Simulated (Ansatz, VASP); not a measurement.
# S: VASP beside Ansatz

```xyz
1
Lattice="2.5459 0.0000 0.0000 0.0000 2.5459 0.0000 0.0000 0.0000 2.5459" Properties=species:S:1:pos:R:3 pbc="T T T"
S     0.0000    0.0000    0.0000
```

Change from the starting cell: volume scaled by 0.96.

Alike in both runs: task single point; functional PBE; k mesh 16 × 16 × 16; occupations fermi-dirac, width 0.08 eV; no spin polarisation.

```csv
,VASP,Ansatz
version,VASP 6.6.1,Ansatz 0.2.0
potentials or method,"VASP PAW PBE potentials, release 64 (S), cutoff 520 eV","all-electron LAPW, scalar-relativistic"
```

VASP gave:

```
pressure (GPa) : 3.5
```

Which values does Ansatz return?

Pressure (GPa): 3.7.

Ansatz ran all-electron here, and VASP with PAW potentials.
